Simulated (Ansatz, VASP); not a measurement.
ZnS: VASP beside Ansatz

Contents of POSCAR:

```
ZnS
1.0
    0.0000000000      2.7020000000      2.7020000000
    2.7020000000      0.0000000000      2.7020000000
    2.7020000000      2.7020000000      0.0000000000
Zn S
1 1
Direct
    0.2500000000      0.2500000000      0.2500000000
    0.0000000000      0.0000000000      0.0000000000
```

Contents of INCAR.step1:

```
SYSTEM = ZnS
ALGO = Normal
EDIFF = 1E-5
ENCUT = 600
GGA = PE
ISMEAR = 0
LASPH = .True.
LCHARG = .False.
LREAL = .False.
LWAVE = .True.
NBANDS = 16
NELM = 60
PREC = Accurate
SIGMA = 0.02
```

The input INCAR.step2:

```
SYSTEM = ZnS
ALGO = Normal
EDIFF = 1E-6
EDIFFG = -0.005
ENCUT = 600
GGA = PE
HFSCREEN = 0.2079
IBRION = 2
ISIF = 3
ISMEAR = 0
ISTART = 1
LASPH = .True.
LCHARG = .False.
LHFCALC = .True.
LREAL = .False.
LWAVE = .False.
NELM = 60
NSW = 100
PREC = Accurate
PRECFOCK = Normal
SIGMA = 0.02
```

File KPOINTS:

```
k-points
0
Gamma
  4 4 4
  0 0 0
```

Input for Ansatz:

```yaml
crystal:
  lattice:
    - [0.0, 2.702, 2.702]
    - [2.702, 0.0, 2.702]
    - [2.702, 2.702, 0.0]
  atoms:
    - { symbol: Zn, position: [0.25, 0.25, 0.25] }
    - { symbol: S, position: [0.0, 0.0, 0.0] }
basis:
  ecutwfc: 420
kpoints:
  mp_grid: { grid: [4, 4, 4] }
hamiltonian:
  xc: hse06
scf:
  occupations: { method: gaussian, width: 0.02 }
output:
  forces: true
  stress: true
  eigenvalues: true
  write_density: true
  write_potential: true
  elf: true
  volumetric_format: npy
relax:
  adjacent_minimum: "off"
  f_tol: 0.005
  max_steps: 80
  cell: { stress_tol: 0.05 }
```

Alike in both runs: task relaxation of cell and atoms; functional HSE06; k mesh 4 × 4 × 4; occupations gaussian, width 0.02 eV; no spin polarisation.

|  | VASP | Ansatz |
| --- | --- | --- |
| version | VASP 6.6.1 | Ansatz 0.2.0 |
| potentials or method | VASP PAW PBE potentials, release 64 (Zn, S), cutoff 600 eV | scalar-relativistic, plane waves, PAW |
| valence electrons in the cell | 18 | 18 |

Ansatz gave:

* gap on the k mesh at the Fermi level, each at its own relaxed structure (eV): 3.28
* relaxed volume (Å³/atom): 20.03
* relaxed cell length with the largest relative difference (Å): 3.841

Question: Which values does VASP return?

Answer: gap on the k mesh at the Fermi level, each at its own relaxed structure (eV): 3.27; relaxed volume (Å³/atom): 20.03; relaxed cell length with the largest relative difference (Å): 3.841.

The k mesh is coarse, so the values compare programs but aren't converged.
